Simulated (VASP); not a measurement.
# ZrB2 (P6/mmm) in VASP: a series of runs, part 2 of 2

VASP 6.6.1. The steps go on from the part before.

## (3) Relaxation of cell and atoms, LDA

This run uses another cell than the first one, of 9.93 Å³/atom, 0.994 times its volume.

Contents of INCAR:

```
SYSTEM = ZrB2
ALGO     = Normal         ! electronic algorithm
EDIFF    = 1E-7           ! SCF threshold, eV
EDIFFG   = -0.01          ! ionic threshold
ENCUT    = 500            ! plane-wave cutoff, eV
GGA      = CA             ! functional
GGA_COMPAT= .FALSE.      
IBRION   = 2              ! ionic algorithm
ISIF     = 3              ! what is computed and relaxed
ISMEAR   = 1              ! smearing method
LASPH    = .TRUE.         ! aspherical terms in the spheres
LCHARG   = .FALSE.        ! write CHGCAR
LREAL    = .FALSE.        ! projectors in reciprocal space
LWAVE    = .FALSE.        ! write WAVECAR
NELM     = 120            ! most SCF steps
NELMIN   = 4            
NSW      = 60             ! ionic steps
PREC     = Accurate       ! precision mode
SIGMA    = 0.05           ! smearing width, eV
```

Contents of KPOINTS:

```
k-points
0
G
  9 9 7
  0 0 0
```

Contents of POSCAR:

```
ZrB2
1.0
    3.1500000000      0.0000000000      0.0000000000
   -1.5750000000      2.7279800219      0.0000000000
    0.0000000000      0.0000000000      3.4650000000
Zr B
1 2
Direct
    0.0000000000      0.0000000000      0.0000000000
    0.3333333333      0.6666666667      0.5000000000
    0.6666666667      0.3333333333      0.5000000000
```

Potentials or basis: VASP PAW LDA potentials, release 64 (Zr_sv, B).

The run is started by

```sh
> cat potpaw_LDA.64/Zr_sv/POTCAR potpaw_LDA.64/B/POTCAR > POTCAR
> mpirun -np 1 vasp_std > vasp.out
```

OUTCAR:

```text
SYSTEM = ZrB2
   EDIFF = 1E-7
   EDIFFG = -0.01
   ENCUT = 500
   GGA = CA
   IBRION = 2
   ISIF = 3
   ISMEAR = 1
   LASPH = .TRUE.
   LREAL = .FALSE.
   NELM = 120
   NELMIN = 4
   NSW = 60
   PREC = Accurate

 ion  position               nearest neighbor table
   1  0.000  0.000  0.000-   2 2.51   3 2.51   2 2.51   3 2.51   2 2.51   2 2.51   3 2.51   3 2.51
                             3 2.51   3 2.51   2 2.51   2 2.51
   2  0.333  0.667  0.500-   3 1.82   3 1.82   3 1.82   1 2.51   1 2.51   1 2.51   1 2.51   1 2.51
                             1 2.51
   3  0.667  0.333  0.500-   2 1.82   2 1.82   2 1.82   1 2.51   1 2.51   1 2.51   1 2.51   1 2.51
                             1 2.51

  LATTYP: Found a hexagonal cell.
 ALAT       =     3.1500000000
 C/A-ratio  =     1.1000000000

  Lattice vectors:

 A1 = (   3.1500000000,   0.0000000000,   0.0000000000)
 A2 = (  -1.5750000000,   2.7279800219,   0.0000000000)
 A3 = (   0.0000000000,   0.0000000000,   3.4650000000)

Analysis of symmetry for initial positions (statically):
=====================================================================
 Subroutine PRICEL returns:
 Original cell was already a primitive cell.

 Routine SETGRP: Setting up the symmetry group for a
 hexagonal supercell.

 Subroutine GETGRP returns: Found 24 space group operations
 (whereof 24 operations were pure point group operations)
 out of a pool of 24 trial point group operations.

The static configuration has the point symmetry D_6h.

Analysis of symmetry for dynamics (positions and initial velocities):
=====================================================================
 Subroutine PRICEL returns:
 Original cell was already a primitive cell.

 Routine SETGRP: Setting up the symmetry group for a
 hexagonal supercell.

 Subroutine GETGRP returns: Found 24 space group operations
 (whereof 24 operations were pure point group operations)
 out of a pool of 24 trial point group operations.

The dynamic configuration has the point symmetry D_6h.

 Subroutine INISYM returns: Found 24 space group operations
 (whereof 24 operations are pure point group operations),
 and found     1 'primitive' translations

----------------------------------------------------------------------------------------

                                     Primitive cell

  volume of cell :      29.7752

  direct lattice vectors                    reciprocal lattice vectors
     3.150000000  0.000000000  0.000000000     0.317460317  0.183285800  0.000000000
    -1.575000000  2.727980022  0.000000000     0.000000000  0.366571599  0.000000000
     0.000000000  0.000000000  3.465000000     0.000000000  0.000000000  0.288600289

  length of vectors
     3.150000000  3.150000000  3.465000000     0.366571599  0.366571599  0.288600289

  position of ions in fractional coordinates (direct lattice)
     0.000000000  0.000000000  0.000000000
     0.333333333  0.666666667  0.500000000
     0.666666667  0.333333333  0.500000000

  ion indices of the primitive-cell ions
   primitive index   ion index
                 1           1
                 2           2
                 3           3

[... 63 lines left out ...]
   ISTART =      0    job   : 0-new  1-cont  2-samecut
   ICHARG =      2    charge: 1-file 2-atom 10-const
   ISPIN  =      1    spin polarized calculation?
   LNONCOLLINEAR =      F non collinear calculations
   LSORBIT =      F    spin-orbit coupling
   LASPH  =      T    aspherical Exc in radial PAW
   ENCUT  =  500.0 eV  36.75 Ry    6.06 a.u.   5.74  5.74  6.32*2*pi/ulx,y,z
   NELM   =    120;   NELMIN=  4; NELMDL= -5     # of ELM steps
   EDIFF  = 0.1E-06   stopping-criterion for ELM
   LREAL  =      F    real-space projection
   EDIFFG = -.1E-01   stopping-criterion for IOM
   NSW    =     60    number of steps for IOM
   IBRION =      2    ionic relax: 0-MD 1-quasi-New 2-CG
   NFREE  =      1    steps in history (QN), initial steepest desc. (CG)
   ISIF   =      3    stress and relaxation
   ISYM   =      2    0-nonsym 1-usesym 2-fastsym
   POTIM  = 0.5000    time-step for ionic-motion
   TEBEG  =    0.0;   TEEND  =   0.0 temperature during run
   PSTRESS=    0.0 pullay stress
   NELECT =      18.0000    total number of electrons
   NUPDOWN=      -1.0000    fix difference up-down
   EMIN   =  10.00;   EMAX   =-10.00  energy-range for DOS
   EFERMI =   0.00;   METHOD = LEGACY
   ISMEAR =     1;   SIGMA  =   0.05  broadening in eV -4-tet -1-fermi 0-gaus
   EFERMI_NEDOS =   21; number of points for ismear=-14 and -15
   IALGO  =     38    algorithm
   IMIX   =      4    mixing-type and parameters
     AMIX     =   0.40;   BMIX     =  1.00
     AMIX_MAG =   1.60;   BMIX_MAG =  1.00
  volume/ion in A,a.u.               =       9.93        66.98
  Fermi-wavevector in a.u.,A,eV,Ry     =   1.384248  2.615850 26.070714  1.916143
  Thomas-Fermi vector in A             =   2.508770
   LORBIT       =      0    0 simple, 1 ext, 2 COOP (PROOUT), +10 PAW based schemes
   GGA     = CA    functional components
   LHFCALC =     F    Hartree Fock is set to
   AEXX    =    0.0000 exact exchange contribution
   IVDW    =     0    specifies the selected vdW correction
   LEPSILON=     F    determine dielectric tensor
   LRPA    =     F    only Hartree local field effects (RPA)
 conjugate gradient relaxation of ions
 non-spin polarized calculation
 Methfessel and Paxton  Order N= 1 SIGMA  =   0.05
  energy-cutoff  :      500.00
  volume of cell :       29.78
 maximum number of plane-waves:       774
 NGX is ok and might be reduce to    24
   NGX = 11   NGY = 11   NGZ = 13

--------------------------------------- Ionic step        1  -------------------------------------------

 number of electron      18.0000000 magnetization

 Free energy of the ion-electron system (eV)
  ---------------------------------------------------
  ext. energy  EPLUGINS =         0.00000000
  ---------------------------------------------------
  free energy    TOTEN  =       -27.46837944 eV

  energy without entropy =      -27.46837208  energy(sigma->0) =      -27.46837699

------------------------ aborting loop because EDIFF is reached ----------------------------------------

  FORCE on cell =-STRESS in cart. coord.  units (eV):
  Direction    XX          YY          ZZ          XY          YZ          ZX
  --------------------------------------------------------------------------------------
  -------------------------------------------------------------------------------------
  Total       -0.3377922     -0.3377922      0.3279194      0.0000000      0.0000000      0.0000000
  in kB      -18.1762909    -18.1762909     17.6450422      0.0000000      0.0000000      0.0000000
  external PRESSURE =      -6.2358465 kB  Pullay stress =       0.0000000 kB
[... 135 lines left out ...]
--------------------------------------- Ionic step        5  -------------------------------------------

 number of electron      18.0000000 magnetization

 Free energy of the ion-electron system (eV)
  ---------------------------------------------------
  ext. energy  EPLUGINS =         0.00000000
  ---------------------------------------------------
  free energy    TOTEN  =       -27.47081982 eV

  energy without entropy =      -27.47068246  energy(sigma->0) =      -27.47077403

 E-fermi :  10.8293     XC(G=0): -12.7451

 val. band max:       10.8028420701   @ k =   0.2222   0.2222   0.0000
 cond. band min:      10.9730044803   @ k =   0.3333   0.2222   0.0000
 fundamental gap:      0.1701624101
 Fermi energy:        10.8293396056

 k-point     1 :       0.0000    0.0000    0.0000
  band No.  band energies     occupation
      1     -37.3812      2.00000
      2     -15.7485      2.00000
      3     -15.1285      2.00000
      4     -15.1285      2.00000
      5      -1.8679      2.00000
      6       8.1357      2.00000
      7       8.1357      2.00000
      8       8.1857      2.00000
      9       8.5909      2.00000
     10      14.3771      0.00000
     11      14.3771      0.00000
     12      15.1868      0.00000
     13      15.1868      0.00000
[... 354 lines left out ...]
  band No.  band energies     occupation
      1     -37.2230      2.00000
      2     -15.8608      2.00000
      3     -15.8608      2.00000
      4     -15.5883      2.00000
      5       2.9481      2.00000
      6       2.9481      2.00000
      7       4.1629      2.00000
      8       8.2737      2.00000
      9       8.2737      2.00000
     10      13.1926      0.00000
     11      13.1926      0.00000
     12      14.2441      0.00000
     13      19.2099      0.00000

 [... further k-points ...]

------------------------ aborting loop because EDIFF is reached ----------------------------------------

  FORCE on cell =-STRESS in cart. coord.  units (eV):
  Direction    XX          YY          ZZ          XY          YZ          ZX
  --------------------------------------------------------------------------------------
  -------------------------------------------------------------------------------------
  Total       -0.0028058     -0.0028058      0.0000469      0.0000000     -0.0000000      0.0000000
  in kB       -0.1512673     -0.1512673      0.0025311      0.0000000     -0.0000000      0.0000000
  external PRESSURE =      -0.1000012 kB  Pullay stress =       0.0000000 kB
[... 18 lines left out ...]
  FREE ENERGIE OF THE ION-ELECTRON SYSTEM (eV)
  ---------------------------------------------------
  free  energy   TOTEN  =       -27.4708198202 eV

  energy  without entropy=      -27.4706824629  energy(sigma->0) =      -27.47077403

 reached required accuracy - stopping structural energy minimisation
```

Run time: 80 s. Hardware: 1 thread of Intel Xeon 8259CL, shared host; peak memory 0.15 GiB.

Results:

* Free energy: -27.4708 eV
* Relaxed volume: 9.91 Å³/atom
* Relaxed cell: a = 3.137 Å, b = 3.137 Å, c = 3.487 Å, α = 90.00°, β = 90.00°, γ = 120.00°
* Space group after relaxing (to 0.05 Å): P6/mmm (No. 191)
* Energy gained by relaxing: 0.8 meV/atom
* Ionic steps: 5
* Pressure after relaxing: 0.0 GPa
* Band gap on the k mesh: zero (band 9 reaches 11.31 eV, above the bottom of band 10 at 10.80 eV)

Step by step:
| step | energy change (eV) | largest force (eV/Å) | pressure (GPa) | volume (Å³) |
| --- | --- | --- | --- | --- |
| 1 | 0.0000 | 0.0000 | -0.62 | 29.78 |
| 2 | -0.0021 | 0.0000 | 0.97 | 29.61 |
| 3 | -0.0022 | 0.0000 | 0.68 | 29.64 |
| 4 | -0.0023 | 0.0000 | -0.58 | 29.79 |
| 5 | -0.0024 | 0.0000 | -0.01 | 29.72 |

Final structure:
```
Zr B
1.0
     3.13695    0.00000    0.00000
    -1.56847    2.71668    0.00000
     0.00000    0.00000    3.48726
Zr B
1 2
Cartesian
  0.0000 0.0000 0.0000
  0.0000 1.8111 1.7436
  1.5685 0.9056 1.7436
```

Levels at points of the mesh, in eV from the Fermi level:
| k point | band 6 | band 7 | band 8 | band 9 | band 10 | band 11 | band 12 | band 13 |
| --- | --- | --- | --- | --- | --- | --- | --- | --- |
| (0.00, 0.00, 0.00) | -2.69 | -2.69 | -2.64 | -2.24 | 3.55 | 3.55 | 4.36 | 4.36 |
